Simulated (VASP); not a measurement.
# Hf2S (P6_3/mmc) in VASP: single point with LDA

Aim: the single point of Hf2S with LDA.

Program: VASP 6.6.1. These are calculated values, not measurements. Logs are shortened: lines on timing, memory, paths and dates and some standing lists are left out, and cuts for length are marked.

## (1) The cell of the first run

The structure is hexagonal, space group P6_3/mmc (No. 194). The conventional cell has a = 3.388 Å, b = 3.388 Å, c = 11.805 Å, α = 90.00°, β = 90.00°, γ = 120.00°. Within 3.6 Å of Hf (site symmetry 3m) lie 3 S at 2.63 Å and 10 Hf at 3.08 to 3.53 Å. Within 3.5 Å of S (site symmetry -6m2) lie 6 Hf at 2.63 Å and 6 S at 3.39 Å.

## (2) Single point, LDA

File INCAR:

```
SYSTEM = Hf2S
PREC = Accurate ; ENCUT = 520
EDIFF = 1E-6 ; ISMEAR = 0
SIGMA = 0.1 ; LREAL = .FALSE.
LASPH = .TRUE. ; NELM = 100
ALGO = Normal ; ISIF = 2
LWAVE = .FALSE. ; LCHARG = .TRUE.
GGA = CA ; LELF = .TRUE.
LVHAR = .TRUE. ; NBANDS = 35
```

File KPOINTS:

```
regular mesh
0
G
  12 12 4
  0 0 0
```

File POSCAR:

```
Hf2S
1.0
    3.3881782364      0.0000000000      0.0000000000
   -1.6940891182      2.9342484253      0.0000000000
    0.0000000000      0.0000000000     11.8050411630
Hf S
4 2
Direct
    0.6666666667      0.3333333333      0.8993957667
    0.3333333333      0.6666666667      0.3993957667
    0.6666666667      0.3333333333      0.6006042333
    0.3333333333      0.6666666667      0.1006042333
    0.0000000000      0.0000000000      0.7500000000
    0.0000000000      0.0000000000      0.2500000000
```

Potentials or basis: VASP PAW LDA potentials, release 64 (Hf_pv, S).

Launch:

```
$ cat potpaw_LDA.64/Hf_pv/POTCAR potpaw_LDA.64/S/POTCAR > POTCAR
$ mpirun -np 1 vasp_std > vasp.out
```

OUTCAR:

```text
SYSTEM = Hf2S
   PREC = Accurate
   ENCUT = 520
   EDIFF = 1E-6
   ISMEAR = 0
   LREAL = .FALSE.
   LASPH = .TRUE.
   NELM = 100
   ISIF = 2
   GGA = CA

 ion  position               nearest neighbor table
   1  0.667  0.333  0.899-   5 2.63   5 2.63   5 2.63   4 3.08   4 3.08   4 3.08   3 3.53
   2  0.333  0.667  0.399-   6 2.63   6 2.63   6 2.63   3 3.08   3 3.08   3 3.08   4 3.53
   3  0.667  0.333  0.601-   5 2.63   5 2.63   5 2.63   2 3.08   2 3.08   2 3.08   1 3.53
   4  0.333  0.667  0.101-   6 2.63   6 2.63   6 2.63   1 3.08   1 3.08   1 3.08   2 3.53
   5  0.000  0.000  0.750-   1 2.63   3 2.63   1 2.63   3 2.63   1 2.63   3 2.63
   6  0.000  0.000  0.250-   2 2.63   4 2.63   2 2.63   4 2.63   2 2.63   4 2.63

  LATTYP: Found a hexagonal cell.
 ALAT       =     3.3881782364
 C/A-ratio  =     3.4841854056

  Lattice vectors:

 A1 = (   3.3881782364,   0.0000000000,   0.0000000000)
 A2 = (  -1.6940891182,   2.9342484253,   0.0000000000)
 A3 = (   0.0000000000,   0.0000000000,  11.8050411630)

Analysis of symmetry for initial positions (statically):
=====================================================================
 Subroutine PRICEL returns:
 Original cell was already a primitive cell.

 Routine SETGRP: Setting up the symmetry group for a
 hexagonal supercell.

 Subroutine GETGRP returns: Found 24 space group operations
 (whereof 12 operations were pure point group operations)
 out of a pool of 24 trial point group operations.

The static configuration has the point symmetry D_3d.
 The point group associated with its full space group is D_6h.

Analysis of symmetry for dynamics (positions and initial velocities):
=====================================================================
 Subroutine PRICEL returns:
 Original cell was already a primitive cell.

 Routine SETGRP: Setting up the symmetry group for a
 hexagonal supercell.

 Subroutine GETGRP returns: Found 24 space group operations
 (whereof 12 operations were pure point group operations)
 out of a pool of 24 trial point group operations.

The dynamic configuration has the point symmetry D_3d.
 The point group associated with its full space group is D_6h.

 Subroutine INISYM returns: Found 24 space group operations
 (whereof 12 operations are pure point group operations),
[... 102 lines left out ...]
   ENCUT  =  520.0 eV  38.22 Ry    6.18 a.u.   6.30  6.30 21.95*2*pi/ulx,y,z
   NELM   =    100;   NELMIN=  2; NELMDL= -5     # of ELM steps
   EDIFF  = 0.1E-05   stopping-criterion for ELM
   LREAL  =      F    real-space projection
   EDIFFG = 0.1E-04   stopping-criterion for IOM
   NSW    =      0    number of steps for IOM
   IBRION =     -1    ionic relax: 0-MD 1-quasi-New 2-CG
   NFREE  =      0    steps in history (QN), initial steepest desc. (CG)
   ISIF   =      2    stress and relaxation
   ISYM   =      2    0-nonsym 1-usesym 2-fastsym
   POTIM  = 0.5000    time-step for ionic-motion
   TEBEG  =    0.0;   TEEND  =   0.0 temperature during run
   PSTRESS=    0.0 pullay stress
   NELECT =      52.0000    total number of electrons
   NUPDOWN=      -1.0000    fix difference up-down
   EMIN   =  10.00;   EMAX   =-10.00  energy-range for DOS
   EFERMI =   0.00;   METHOD = LEGACY
   ISMEAR =     0;   SIGMA  =   0.10  broadening in eV -4-tet -1-fermi 0-gaus
   EFERMI_NEDOS =   21; number of points for ismear=-14 and -15
   IALGO  =     38    algorithm
   IMIX   =      4    mixing-type and parameters
     AMIX     =   0.40;   BMIX     =  1.00
     AMIX_MAG =   1.60;   BMIX_MAG =  1.00
  volume/ion in A,a.u.               =      19.56       132.00
  Fermi-wavevector in a.u.,A,eV,Ry     =   1.248051  2.358475 21.192867  1.557632
  Thomas-Fermi vector in A             =   2.382155
   LORBIT       =      0    0 simple, 1 ext, 2 COOP (PROOUT), +10 PAW based schemes
   GGA     = CA    functional components
   LHFCALC =     F    Hartree Fock is set to
   AEXX    =    0.0000 exact exchange contribution
   IVDW    =     0    specifies the selected vdW correction
   LEPSILON=     F    determine dielectric tensor
   LRPA    =     F    only Hartree local field effects (RPA)
 non-spin polarized calculation
 Gauss-broadening in eV      SIGMA  =   0.10
  energy-cutoff  :      520.00
  volume of cell :      117.36
 maximum number of plane-waves:      3177
 NGX is ok and might be reduce to    28
   NGX = 13   NGY = 13   NGZ = 43

 number of electron      51.9999998 magnetization

 Free energy of the ion-electron system (eV)
  ---------------------------------------------------
  ext. energy  EPLUGINS =         0.00000000
  ---------------------------------------------------
  free energy    TOTEN  =       -58.79609002 eV

  energy without entropy =      -58.78038574  energy(sigma->0) =      -58.78823788

 E-fermi :   6.1531     XC(G=0): -11.5100

 val. band max:        6.1314756703   @ k =   0.3333   0.2500   0.0000
 cond. band min:       6.1615883068   @ k =   0.0833   0.0833   0.0000
 fundamental gap:      0.0301126364
 Fermi energy:         6.1531268057

 k-point     1 :       0.0000    0.0000    0.0000
  band No.  band energies     occupation
      1     -25.0158      2.00000
      2     -24.9040      2.00000
      3     -24.5852      2.00000
      4     -24.5044      2.00000
      5     -24.5044      2.00000
      6     -24.4955      2.00000
[... 901 lines left out ...]
     34       9.1091      0.00000
     35       9.5264      0.00000

 [... further k-points ...]

------------------------ aborting loop because EDIFF is reached ----------------------------------------

  FORCE on cell =-STRESS in cart. coord.  units (eV):
  Direction    XX          YY          ZZ          XY          YZ          ZX
  --------------------------------------------------------------------------------------
  -------------------------------------------------------------------------------------
  Total       -5.7903853     -5.7903853     -6.8247451     -0.0000000      0.0000000     -0.0000000
  in kB      -79.0473680    -79.0473680    -93.1679169     -0.0000000      0.0000000     -0.0000000
  external PRESSURE =     -83.7542176 kB  Pullay stress =       0.0000000 kB

 VOLUME and BASIS-vectors are now :
 -----------------------------------------------------------------------------
  energy-cutoff  :      520.00
  volume of cell :      117.36
      direct lattice vectors                 reciprocal lattice vectors
     3.388178236  0.000000000  0.000000000     0.295143859  0.170401386  0.000000000
    -1.694089118  2.934248425  0.000000000     0.000000000  0.340802773  0.000000000
     0.000000000  0.000000000 11.805041163     0.000000000  0.000000000  0.084709573

 POSITION                                       TOTAL-FORCE (eV/Angst)
 -----------------------------------------------------------------------------------
      1.69409      0.97808     10.61740         0.000000     -0.000000     -0.131651
     -0.00000      1.95617      4.71488        -0.000000      0.000000     -0.131651
      1.69409      0.97808      7.09016         0.000000     -0.000000      0.131651
     -0.00000      1.95617      1.18764         0.000000      0.000000      0.131651
      0.00000      0.00000      8.85378        -0.000000     -0.000000      0.000000
      0.00000      0.00000      2.95126        -0.000000      0.000000      0.000000
 -----------------------------------------------------------------------------------
    total drift:                                0.000000      0.000000      0.000000

  FREE ENERGIE OF THE ION-ELECTRON SYSTEM (eV)
  ---------------------------------------------------
  free  energy   TOTEN  =       -58.7960900162 eV

  energy  without entropy=      -58.7803857422  energy(sigma->0) =      -58.78823788
```

OSZICAR:

```text
N       E                     dE             d eps       ncg     rms          rms(c)
DAV:   1     0.236921980361E+03    0.23692E+03   -0.27840E+04  4006   0.141E+03
DAV:   2    -0.434898577242E+02   -0.28041E+03   -0.26982E+03  4740   0.340E+02
DAV:   3    -0.609013362260E+02   -0.17411E+02   -0.17086E+02  5324   0.563E+01
DAV:   4    -0.612324054160E+02   -0.33107E+00   -0.32961E+00  4996   0.858E+00
DAV:   5    -0.612386732008E+02   -0.62678E-02   -0.62583E-02  5133   0.109E+00    0.971E+01
DAV:   6    -0.592754848983E+02    0.19632E+01   -0.31535E+00  4636   0.739E+00    0.583E+01
DAV:   7    -0.588621908862E+02    0.41329E+00   -0.30605E+00  4596   0.729E+00    0.512E+00
DAV:   8    -0.587971653198E+02    0.65026E-01   -0.43577E-01  4549   0.276E+00    0.153E+00
DAV:   9    -0.587963761976E+02    0.78912E-03   -0.17600E-02  5237   0.622E-01    0.796E-01
DAV:  10    -0.587961006726E+02    0.27553E-03   -0.20668E-03  4699   0.207E-01    0.325E-01
DAV:  11    -0.587960950115E+02    0.56611E-05   -0.22277E-04  5270   0.605E-02    0.976E-02
DAV:  12    -0.587960897955E+02    0.52160E-05   -0.21774E-05  4894   0.214E-02    0.168E-02
DAV:  13    -0.587960900162E+02   -0.22072E-06   -0.30961E-06  4670   0.761E-03
   1 F= -.58796090E+02 E0= -.58788238E+02  d E =-.157043E-01
```

Run time: 5.8 min. Hardware: 1 thread of Intel Xeon 8259CL, shared host; peak memory 0.32 GiB.

Results:

```yaml
Free_energy: -58.7961 eV
Pressure: -8.4 GPa
Largest_force: 0.132 eV/Å
Band_gap_on_the_k_mesh: zero (bands 26 and 27 overlap by 0.91 eV)
```

Forces in eV/Å, atoms in the order of the input:
```
Hf   0.000  0.000 -0.132
Hf   0.000  0.000 -0.132
Hf   0.000  0.000  0.132
Hf   0.000  0.000  0.132
S    0.000  0.000  0.000
S    0.000  0.000  0.000
```

Levels at points of the mesh, in eV from the Fermi level:
| k point | band 23 | band 24 | band 25 | band 26 | band 27 | band 28 | band 29 | band 30 |
| --- | --- | --- | --- | --- | --- | --- | --- | --- |
| (0.00, 0.00, 0.00) | -1.53 | -0.15 | -0.08 | 0.41 | 0.41 | 0.50 | 0.50 | 0.76 |
| (0.50, 0.00, 0.00) | -1.75 | -1.31 | -1.16 | -0.72 | -0.50 | 0.78 | 0.96 | 2.43 |
| (0.00, 0.00, 0.50) | -1.15 | -1.15 | 0.35 | 0.35 | 0.35 | 0.35 | 1.32 | 1.32 |
| (0.50, 0.00, 0.50) | -1.73 | -1.73 | -0.96 | -0.96 | 0.30 | 0.30 | 1.33 | 1.33 |

Caveat: the cell stands under tension; spin-orbit coupling is left out, which moves the levels of the heavy elements.
